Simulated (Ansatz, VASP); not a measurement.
**Two plane-wave programs on WO**

```
W O
1.0
     0.00000    2.49077    2.49077
     2.49077    0.00000    2.49077
     2.49077    2.49077    0.00000
W O
1 1
Cartesian
  0.0000 0.0000 0.0000
  1.2454 1.2454 1.2454
```

Alike in both runs: task single point; functional PBE; k mesh 10 × 10 × 10; occupations gaussian, width 0.02 eV; collinear spin; Hubbard terms W d U = 6.2 eV.

```csv
,VASP,Ansatz
version,VASP 6.6.1,Ansatz 0.2.0
potentials or method,"VASP PAW PBE potentials, release 64 (W_sv, O), cutoff 520 eV","scalar-relativistic, plane waves, PAW"
valence electrons in the cell,20,20
```

```tsv
	VASP	Ansatz	Ansatz less VASP
gap on the k mesh at the Fermi level (eV)	0.71	1.12	+0.407
least direct gap on the mesh (eV)	1.07	1.15	+0.078
pressure (GPa)	-10.9	-14.6	-3.76
net moment per atom (μB)	1.00	1.00	0.000
size of the moment on the site where the two differ most (μB)	1.74	1.11	-0.634
```

Site moments also hang on the region over which each program counts them. The programs project onto different local orbitals, so the same U acts differently, and such runs can settle in different states.

Spin-orbit coupling is off throughout.
